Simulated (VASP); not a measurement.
**NaTi12 (a cell with a defect): single point with PBE**

System: NaTi12 (a cell with a defect).

```xyz
13
Lattice="5.9000 0.0000 0.0000 -4.4250 7.6643 0.0000 0.0000 0.0000 4.6846" Properties=species:S:1:pos:R:3 pbc="T T T"
Ti    0.1554   -0.0308    0.3402
Ti    1.0637    1.7752    1.5874
Ti    0.0490    3.3930    0.0104
Ti   -0.9136    4.0262    2.3749
Ti   -3.9475    5.2950    0.8776
Ti   -3.0894    7.0412    3.1939
Ti    3.1543   -0.0749    0.8537
Ti    3.4042    2.7988    0.5933
Ti    2.4632    1.4033   -1.1389
Ti    1.9318    4.2811    3.1072
Ti   -1.1126    5.6344    0.5667
Ti    0.2134    6.4029    2.7309
Na    5.0079    1.3807    3.0626
```

* Program: VASP 6.6.1
* Task: single point
* Functional: PBE
* Potentials or basis: VASP PAW PBE potentials, release 64 (Ti_sv, Na_pv)
* Cutoff: 520 eV
* k mesh: 2 × 2 × 2
* Occupations: fermi-dirac, width 0.15 eV
* Spin: no spin polarisation

```json
{
 "Pressure": "13.0 GPa",
 "Largest force": "4.068 eV/Å",
 "Band gap on the k mesh": "zero (an odd number of electrons rules out a gap without spin polarisation)"
}
```

Forces on the atoms (eV/Å):
```
Ti  -1.297  0.789  1.027
Ti   0.991  0.607  0.286
Ti   1.215 -0.351 -0.331
Ti  -0.788  0.194  1.106
Ti   0.063 -0.675  0.176
Ti   1.732 -2.588 -2.618
Ti  -0.893  3.565  0.235
Ti  -0.175  0.634  0.491
Ti  -0.461  1.519  0.163
Ti   0.795 -1.073 -0.102
Ti  -0.624 -2.669 -1.608
Ti   0.087 -0.083  1.438
Na  -0.644  0.131 -0.262
```

Stress tensor (GPa, compression positive):
```
 6.19  0.87  1.69
 0.87 18.68 -0.07
 1.69 -0.07 14.01
```

Levels at points of the mesh, in eV from the Fermi level:
```
           k point  band 73  band 74  band 75  band 76  band 77  band 78  band 79  band 80
(0.00, 0.00, 0.00)    -0.31    -0.12    -0.04     0.10     0.28     0.39     0.49     0.61
(0.50, 0.00, 0.00)    -0.38    -0.25    -0.04     0.00     0.11     0.21     0.35     0.61
(0.00, 0.50, 0.00)    -0.30    -0.21    -0.04     0.03     0.22     0.50     0.59     0.67
(0.50, 0.50, 0.00)    -0.33    -0.13    -0.06    -0.01     0.03     0.20     0.39     0.49
(0.00, 0.00, 0.50)    -0.33    -0.19    -0.16     0.00     0.13     0.20     0.35     0.45
(0.50, 0.00, 0.50)    -0.55    -0.40    -0.29    -0.20     0.08     0.22     0.38     0.38
(0.00, 0.50, 0.50)    -0.39    -0.28    -0.13    -0.08     0.13     0.18     0.29     0.42
(0.50, 0.50, 0.50)    -0.41    -0.37    -0.12    -0.01     0.02     0.18     0.22     0.34
```

Run time: 4.5 min on 1 thread of AMD EPYC 7R13 Processor (Zen 3), with other jobs on the host, peak memory 0.36 GiB.

Caveat: the k points lie up to 0.67 Å⁻¹ apart, too coarse for converged energies and pressures of a metal; atoms lie so close that the PAW spheres overlap strongly, which falsifies energies and pressures; the atoms stand as in a frame of molecular dynamics.
